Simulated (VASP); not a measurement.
Wanted: the native input for a VASP 6.6.1 run.

| Quantity | Value |
| --- | --- |
| Task | single point |
| Functional | PBEsol |
| Potentials or basis | VASP PAW PBE potentials, release 64 (Sb) |
| Cutoff | 520 eV |
| k mesh | 9 × 9 × 5 |
| Occupations | fermi-dirac, width 0.05 eV |
| Spin | no spin polarisation |
| Dipole correction | no |
| Further INCAR settings | ALGO = Normal; EDIFF = 1e-07; NBANDS = 12 |

The structure of Sb lies in POSCAR:

```
Sb
1.0
    3.3551349897      0.0000000000      0.0000000000
   -1.6775674949      2.9056321342      0.0000000000
    0.0000000000      0.0000000000      5.3407520301
Sb
2
Direct
    0.6666666667      0.3333333333      0.7500000000
    0.3333333333      0.6666666667      0.2500000000
```

These files were run (other wordings do the same):

INCAR

```
ALGO     = Normal         # electronic algorithm
EDIFF    = 1E-7           # SCF threshold, eV
ENCUT    = 520            # plane-wave cutoff, eV
GGA      = PS             # functional
ISIF     = 2              # what is computed and relaxed
ISMEAR   = -1             # smearing method
LASPH    = T              # aspherical terms in the spheres
LCHARG   = T              # write CHGCAR
LELF     = T              # ELF
LREAL    = F              # projectors in reciprocal space
LVHAR    = T            
LWAVE    = F              # write WAVECAR
NBANDS   = 12             # bands
NELM     = 80             # most SCF steps
PREC     = Accurate       # precision mode
SIGMA    = 0.05           # smearing width, eV
```

KPOINTS

```
k-points
0
Gamma
  9 9 5
```

Potentials or basis: VASP PAW PBE potentials, release 64 (Sb).

Launch:

```console
$ cat potpaw_PBE.64/Sb/POTCAR > POTCAR
$ mpirun -np 1 vasp_std > vasp.out
```

It gave:

* Pressure: 0.0 GPa
* Band gap on the k mesh: zero (band 5 reaches 12.86 eV, above the bottom of band 6 at 6.01 eV)

Caveat: the PAW data sets were made with another functional, which shifts forces and pressure a little; spin-orbit coupling is left out, which moves the levels of the heavy elements.

Run time: 14 s on 1 thread of AMD EPYC 7R13 Processor (Zen 3), on a shared host, peak memory 0.15 GiB.
